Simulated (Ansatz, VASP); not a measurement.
N in VASP and in Ansatz

```
CELL_PARAMETERS angstrom
9.60000 0.00000 0.00000
0.00000 9.80000 0.00000
0.00000 0.00000 10.00000
ATOMIC_POSITIONS crystal
N 0.53314 0.53247 0.53182
N 0.46686 0.46753 0.46818
```

Alike in both runs: functional PBE; dispersion D3(BJ); k mesh 1 × 1 × 1; occupations gaussian, width 0.01 eV; no spin polarisation.

Ansatz relaxed the structure, and its values are those at the end. VASP's run is a single point on that final structure, the one shown.

```csv
,VASP,Ansatz
version,VASP 6.6.1,Ansatz 0.2.0
potentials or method,"VASP PAW PBE potentials, release 64 (N), cutoff 520 eV","scalar-relativistic, plane waves, PAW"
valence electrons in the cell,10,10
```

|  | VASP | Ansatz | Ansatz less VASP |
| --- | --- | --- | --- |
| gap on the k mesh at the Fermi level (eV) | 8.20 | 8.24 | +0.042 |
| rms of the force components (eV/Å) | 0.998 | 0.004 | -0.9937 |

One of these differences is far larger than is usual between the two programs; its cause wasn't traced.

Noted on VASP's run: the standard files for N, O and F lose accuracy on very short bonds.
